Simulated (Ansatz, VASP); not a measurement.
One calculation of C, two programs

```xyz
2
Lattice="2.4160 -0.0597 0.0125 -1.2597 2.1572 -0.0295 0.0433 -0.0931 8.3542" Properties=species:S:1:pos:R:3 pbc="T T T"
C    -0.0281    1.3833    0.0028
C     1.2188    0.5599    8.3338
```

Alike in both runs: task single point; functional r2SCAN; k mesh 9 × 9 × 3; occupations fermi-dirac, width 0.15 eV; no spin polarisation.

```csv
,VASP,Ansatz
version,VASP 6.6.1,Ansatz 0.2.0
potentials or method,"VASP PAW PBE potentials, release 64 (C), cutoff 520 eV","plane waves, PAW"
valence electrons in the cell,8,8
```

Ansatz gave:

| Quantity | Value |
| --- | --- |
| rms of the force components (eV/Å) | 0.673 |

Problem. What did VASP give for the same quantities?

Solution. rms of the force components (eV/Å): 0.667.

VASP's potentials were made for PBE, not for r2SCAN. Atom by atom the forces differ by 0.010 eV/Å (rms over components). Ansatz's warnings: stress scf threshold loose.
